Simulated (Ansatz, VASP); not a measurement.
## One calculation of NaS6, two programs

INCAR

```
SYSTEM = NaS6
  ALGO = Normal
  EDIFF = 1E-7
  EDIFFG = -0.04
  ENCUT = 600
  GGA = PE
  IBRION = 2
  ISIF = 3
  ISMEAR = 0
  LASPH = .TRUE.
  LCHARG = .FALSE.
  LREAL = .FALSE.
  LWAVE = .FALSE.
  NELM = 60
  NSW = 90
  PREC = Accurate
  SIGMA = 0.1
```

File KPOINTS:

```
k-points
0
G
  4 4 4
  0 0 0
```

Contents of POSCAR:

```
NaS6
1.0
    0.0000000000      4.4205828600      4.4205828600
    4.4205828600      0.0000000000      4.4205828600
    4.4205828600      4.4205828600      0.0000000000
Na S
1 6
Direct
    0.5000000000      0.5000000000      0.5000000000
    0.5000000000      0.0000000000      0.0000000000
    0.0000000000      0.5000000000      0.5000000000
    0.0000000000      0.5000000000      0.0000000000
    0.5000000000      0.0000000000      0.5000000000
    0.0000000000      0.0000000000      0.5000000000
    0.5000000000      0.5000000000      0.0000000000
```

Input for Ansatz:

```yaml
crystal:
  lattice:
    - [0.0, 4.42058286, 4.42058286]
    - [4.42058286, 0.0, 4.42058286]
    - [4.42058286, 4.42058286, 0.0]
  atoms:
    - { symbol: Na, position: [0.5, 0.5, 0.5] }
    - { symbol: S, position: [0.5, 0.0, 0.0] }
    - { symbol: S, position: [0.0, 0.5, 0.5] }
    - { symbol: S, position: [0.0, 0.5, 0.0] }
    - { symbol: S, position: [0.5, 0.0, 0.5] }
    - { symbol: S, position: [0.0, 0.0, 0.5] }
    - { symbol: S, position: [0.5, 0.5, 0.0] }
basis:
  ecutwfc: 420
kpoints:
  mp_grid: { grid: [4, 4, 4] }
hamiltonian:
  xc: pbe
scf:
  occupations: { method: gaussian, width: 0.1 }
  lower_state_search: "off"
output:
  forces: true
  stress: true
  eigenvalues: true
relax:
  adjacent_minimum: "off"
  f_tol: 0.04
  max_steps: 70
  cell: { stress_tol: 0.4 }
```

Alike in both runs: task relaxation of cell and atoms; functional PBE; k mesh 4 × 4 × 4; occupations gaussian, width 0.1 eV; no spin polarisation.

```csv
,VASP,Ansatz
version,VASP 6.6.1,Ansatz 0.2.0
potentials or method,"VASP PAW PBE potentials, release 64 (Na_pv, S), cutoff 600 eV","scalar-relativistic, plane waves, PAW"
valence electrons in the cell,43,45
```

Ansatz gave:

* gap on the k mesh at the Fermi level, each at its own relaxed structure (eV): none
* relaxed volume (Å³/atom): 18.14
* relaxed cell length with the largest relative difference (Å): 5.642

Question: Estimate VASP's values.

Answer: gap on the k mesh at the Fermi level, each at its own relaxed structure (eV): none; relaxed volume (Å³/atom): 18.06; relaxed cell length with the largest relative difference (Å): 5.633.

A gap of «none» marks a metal or a gap that the smearing closes. VASP's potentials hold 43 valence electrons a cell and Ansatz's 45, so a difference there can come from the potentials and not from the codes.

Noted on VASP's run: the volume moved by over 15 % at a fixed basis, so the end points are rough.
